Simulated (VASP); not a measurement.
# SnSbS2 (P-4m2) in VASP: further runs

The runs below take SnSbS2 through single point, relaxation of cell and atoms, with PBE.

All numbers are computed with VASP 6.6.1; they aren't measurements. Logs are shortened: lines on timing, memory, paths and dates and some standing lists are left out, and cuts for length are marked.

## Step 1: The cell of the first run

Symmetry: P-4m2, No. 115, tetragonal system. Conventional cell: a = 5.211 Å, b = 5.211 Å, c = 3.736 Å, α = 90.00°, β = 90.00°, γ = 90.00°. Within 3.8 Å of Sn (site symmetry -4m2) lie 8 S at 2.78 to 3.80 Å and 2 Sn at 3.74 Å. Within 3.9 Å of Sb (site symmetry -4m2) lie 8 S at 2.75 to 3.86 Å and 2 Sb at 3.74 Å. S (site symmetry 2mm) has 4 Sb at 2.75 to 3.86 Å and 4 Sn at 2.78 to 3.80 Å and 2 S at 3.74 Å within 3.9 Å.

The cell was built from a structure type or drawn by symmetry, and may not be a known phase.

## Step 2: Single point, PBE

Input file INCAR:

```
PREC = Accurate
ENCUT = 520
EDIFF = 1E-7
ISMEAR = 0
SIGMA = 0.1
LREAL = F
LASPH = T
NELM = 60
ALGO = Normal
ISIF = 2
LWAVE = F
LCHARG = F
GGA = PE
NBANDS = 24
```

Input file KPOINTS:

```
regular mesh
0
Gamma
  4 4 4
```

Input file POSCAR:

```
SnSbS2
1.0
    5.2114242744      0.0000000000      0.0000000000
    0.0000000000      5.2114242744      0.0000000000
    0.0000000000      0.0000000000      3.7362417123
Sn Sb S
1 1 2
Direct
    0.5000000000      0.5000000000      0.5000000000
    0.0000000000      0.0000000000      0.0000000000
    0.0000000000      0.5000000000      0.2392756691
    0.5000000000      0.0000000000      0.7607243309
```

Potentials or basis: VASP PAW PBE potentials, release 64 (Sn_d, Sb, S).

On the command line:

```sh
cat potpaw_PBE.64/Sn_d/POTCAR potpaw_PBE.64/Sb/POTCAR potpaw_PBE.64/S/POTCAR > POTCAR
mpirun -np 1 vasp_std > vasp.out
```

OUTCAR:

```text
PREC = Accurate
   ENCUT = 520
   EDIFF = 1E-7
   ISMEAR = 0
   LREAL = F
   LASPH = T
   NELM = 60
   ISIF = 2
   GGA = PE

 ion  position               nearest neighbor table
   1  0.500  0.500  0.500-   3 2.78   4 2.78   4 2.78   3 2.78
   2  0.000  0.000  0.000-   3 2.75   4 2.75   3 2.75   4 2.75
   3  0.000  0.500  0.239-   2 2.75   2 2.75   1 2.78   1 2.78
   4  0.500  0.000  0.761-   2 2.75   2 2.75   1 2.78   1 2.78

  LATTYP: Found a simple tetragonal cell.
 ALAT       =     5.2114242744
 C/A-ratio  =     0.7169329372

  Lattice vectors:

 A1 = (   5.2114242744,   0.0000000000,   0.0000000000)
 A2 = (   0.0000000000,   5.2114242744,   0.0000000000)
 A3 = (   0.0000000000,   0.0000000000,   3.7362417123)

Analysis of symmetry for initial positions (statically):
=====================================================================
 Subroutine PRICEL returns:
 Original cell was already a primitive cell.

 Routine SETGRP: Setting up the symmetry group for a
 simple tetragonal supercell.

 Subroutine GETGRP returns: Found  8 space group operations
 (whereof  8 operations were pure point group operations)
 out of a pool of 16 trial point group operations.

The static configuration has the point symmetry D_2d.

Analysis of symmetry for dynamics (positions and initial velocities):
=====================================================================
 Subroutine PRICEL returns:
 Original cell was already a primitive cell.

 Routine SETGRP: Setting up the symmetry group for a
 simple tetragonal supercell.

 Subroutine GETGRP returns: Found  8 space group operations
 (whereof  8 operations were pure point group operations)
 out of a pool of 16 trial point group operations.

The dynamic configuration has the point symmetry D_2d.

 Subroutine INISYM returns: Found  8 space group operations
 (whereof  8 operations are pure point group operations),
 and found     1 'primitive' translations

----------------------------------------------------------------------------------------

                                     Primitive cell

  volume of cell :     101.4724

  direct lattice vectors                    reciprocal lattice vectors
     5.211424274  0.000000000  0.000000000     0.191886123  0.000000000  0.000000000
     0.000000000  5.211424274  0.000000000     0.000000000  0.191886123  0.000000000
     0.000000000  0.000000000  3.736241712     0.000000000  0.000000000  0.267648637

[... 79 lines left out ...]
   NELM   =     60;   NELMIN=  2; NELMDL= -5     # of ELM steps
   EDIFF  = 0.1E-06   stopping-criterion for ELM
   LREAL  =      F    real-space projection
   EDIFFG = 0.1E-05   stopping-criterion for IOM
   NSW    =      0    number of steps for IOM
   IBRION =     -1    ionic relax: 0-MD 1-quasi-New 2-CG
   NFREE  =      0    steps in history (QN), initial steepest desc. (CG)
   ISIF   =      2    stress and relaxation
   ISYM   =      2    0-nonsym 1-usesym 2-fastsym
   POTIM  = 0.5000    time-step for ionic-motion
   TEBEG  =    0.0;   TEEND  =   0.0 temperature during run
   PSTRESS=    0.0 pullay stress
   NELECT =      31.0000    total number of electrons
   NUPDOWN=      -1.0000    fix difference up-down
   EMIN   =  10.00;   EMAX   =-10.00  energy-range for DOS
   EFERMI =   0.00;   METHOD = LEGACY
   ISMEAR =     0;   SIGMA  =   0.10  broadening in eV -4-tet -1-fermi 0-gaus
   EFERMI_NEDOS =   21; number of points for ismear=-14 and -15
   IALGO  =     38    algorithm
   IMIX   =      4    mixing-type and parameters
     AMIX     =   0.40;   BMIX     =  1.00
     AMIX_MAG =   1.60;   BMIX_MAG =  1.00
  volume/ion in A,a.u.               =      25.37       171.19
  Fermi-wavevector in a.u.,A,eV,Ry     =   1.102587  2.083587 16.540571  1.215698
  Thomas-Fermi vector in A             =   2.239032
   LORBIT       =      0    0 simple, 1 ext, 2 COOP (PROOUT), +10 PAW based schemes
   GGA     = PE    functional components
   LHFCALC =     F    Hartree Fock is set to
   AEXX    =    0.0000 exact exchange contribution
   IVDW    =     0    specifies the selected vdW correction
   LEPSILON=     F    determine dielectric tensor
   LRPA    =     F    only Hartree local field effects (RPA)
 non-spin polarized calculation
 Gauss-broadening in eV      SIGMA  =   0.10
  energy-cutoff  :      520.00
  volume of cell :      101.47
 maximum number of plane-waves:      2750
 NGX is ok and might be reduce to    40
   NGX = 19   NGY = 19   NGZ = 13

 number of electron      30.9999996 magnetization

 Free energy of the ion-electron system (eV)
  ---------------------------------------------------
  ext. energy  EPLUGINS =         0.00000000
  ---------------------------------------------------
  free energy    TOTEN  =       -16.49586930 eV

  energy without entropy =      -16.48848625  energy(sigma->0) =      -16.49217778

 E-fermi :   6.2501     XC(G=0):  -9.6278

 val. band max:        6.1641785664   @ k =   0.2500   0.0000   0.2500
 cond. band min:       6.2805197613   @ k =   0.0000   0.0000   0.2500
 fundamental gap:      0.1163411949
 Fermi energy:         6.2501333780

 k-point     1 :       0.0000    0.0000    0.0000
  band No.  band energies     occupation
      1     -15.4335      2.00000
      2     -15.4327      2.00000
      3     -15.4097      2.00000
      4     -15.4017      2.00000
      5     -15.4017      2.00000
      6      -7.9719      2.00000
[... 475 lines left out ...]
     23      12.4657      0.00000
     24      13.7783      0.00000

------------------------ aborting loop because EDIFF is reached ----------------------------------------

  FORCE on cell =-STRESS in cart. coord.  units (eV):
  Direction    XX          YY          ZZ          XY          YZ          ZX
  --------------------------------------------------------------------------------------
  -------------------------------------------------------------------------------------
  Total        0.0418268      0.0418268     -0.0430500      0.0000000     -0.0000000      0.0000000
  in kB        0.6604150      0.6604150     -0.6797291      0.0000000     -0.0000000      0.0000000
  external PRESSURE =       0.2137003 kB  Pullay stress =       0.0000000 kB

 VOLUME and BASIS-vectors are now :
 -----------------------------------------------------------------------------
  energy-cutoff  :      520.00
  volume of cell :      101.47
      direct lattice vectors                 reciprocal lattice vectors
     5.211424274  0.000000000  0.000000000     0.191886123  0.000000000  0.000000000
     0.000000000  5.211424274  0.000000000     0.000000000  0.191886123  0.000000000
     0.000000000  0.000000000  3.736241712     0.000000000  0.000000000  0.267648637

 POSITION                                       TOTAL-FORCE (eV/Angst)
 -----------------------------------------------------------------------------------
      2.60571      2.60571      1.86812         0.000000      0.000000      0.000000
      0.00000      0.00000      0.00000         0.000000     -0.000000      0.000000
      0.00000      2.60571      0.89399         0.000000     -0.000000     -0.010003
      2.60571      0.00000      2.84225        -0.000000     -0.000000      0.010003
 -----------------------------------------------------------------------------------
    total drift:                               -0.000000      0.000000     -0.000000

  FREE ENERGIE OF THE ION-ELECTRON SYSTEM (eV)
  ---------------------------------------------------
  free  energy   TOTEN  =       -16.4958692980 eV

  energy  without entropy=      -16.4884862544  energy(sigma->0) =      -16.49217778
```

OSZICAR:

```text
N       E                     dE             d eps       ncg     rms          rms(c)
DAV:   1     0.245336127695E+03    0.24534E+03   -0.13161E+04   896   0.133E+03
DAV:   2     0.137281410602E+02   -0.23161E+03   -0.21823E+03   920   0.383E+02
DAV:   3    -0.159268061362E+02   -0.29655E+02   -0.28636E+02  1096   0.113E+02
DAV:   4    -0.171673022472E+02   -0.12405E+01   -0.12370E+01  1008   0.261E+01
DAV:   5    -0.172046473513E+02   -0.37345E-01   -0.37334E-01  1296   0.459E+00    0.966E+00
DAV:   6    -0.164822777986E+02    0.72237E+00   -0.15786E+00  1056   0.622E+00    0.689E+00
DAV:   7    -0.164963739647E+02   -0.14096E-01   -0.27541E-01  1088   0.237E+00    0.297E+00
DAV:   8    -0.164954649964E+02    0.90897E-03   -0.14300E-02  1048   0.802E-01    0.568E-01
DAV:   9    -0.164956857108E+02   -0.22071E-03   -0.17333E-03  1104   0.270E-01    0.112E-01
DAV:  10    -0.164958388820E+02   -0.15317E-03   -0.44011E-04  1024   0.994E-02    0.523E-02
DAV:  11    -0.164958689449E+02   -0.30063E-04   -0.53274E-05  1096   0.507E-02    0.127E-02
DAV:  12    -0.164958689026E+02    0.42341E-07   -0.82144E-06  1104   0.189E-02    0.811E-03
DAV:  13    -0.164958693396E+02   -0.43704E-06   -0.24165E-06  1056   0.804E-03    0.510E-03
DAV:  14    -0.164958692980E+02    0.41658E-07   -0.32398E-07  1032   0.326E-03
   1 F= -.16495869E+02 E0= -.16492178E+02  d E =-.738304E-02
```

stdout:

```text
POSCAR found type information on POSCAR SnSbS
 POSCAR found :  3 types and       4 ions
 scaLAPACK will be used
 LDA part: xc-table for (Slater+PW92), standard interpolation
 POSCAR, INCAR and KPOINTS ok, starting setup
 FFT: planning ... GRIDC
 FFT: planning ... GRID_SOFT
 FFT: planning ... GRID
 WAVECAR not read
 entering main loop
```

Run time: 22 s. Hardware: 1 thread of AMD EPYC 9R45 (Zen 5), shared host; peak memory 0.19 GiB.

Results:

| Quantity | Value |
| --- | --- |
| Free energy | -16.4959 eV |
| Pressure | 0.0 GPa |
| Largest force | 0.010 eV/Å |
| Band gap on the k mesh | zero (an odd number of electrons rules out a gap without spin polarisation) |

Forces on the atoms (eV/Å):
```
Sn   0.000  0.000  0.000
Sb   0.000  0.000  0.000
S    0.000  0.000 -0.010
S    0.000  0.000  0.010
```

Levels at points of the mesh, in eV from the Fermi level:
```csv
k point,band 12,band 13,band 14,band 15,band 16,band 17,band 18,band 19
"(0.00, 0.00, 0.00)",-3.53,-3.53,-1.85,-1.32,0.68,3.25,3.59,3.59
"(0.50, 0.00, 0.00)",-2.45,-2.43,-1.41,-0.80,1.12,1.74,2.30,3.25
"(0.50, 0.50, 0.00)",-2.20,-2.20,-0.48,-0.17,-0.17,0.42,2.19,2.19
"(0.00, 0.00, 0.50)",-3.94,-3.94,-3.20,-3.07,-0.70,-0.12,2.03,2.03
"(0.50, 0.00, 0.50)",-3.82,-3.38,-3.04,-2.72,0.41,1.12,1.14,1.73
"(0.50, 0.50, 0.50)",-4.65,-4.60,-0.40,0.24,0.45,1.59,1.70,1.70
```

Caveat: the k points lie up to 0.42 Å⁻¹ apart, too coarse for converged energies and pressures of a metal; spin-orbit coupling is left out, which moves the levels of the heavy elements.

(Part 1 of 2 ends here.)
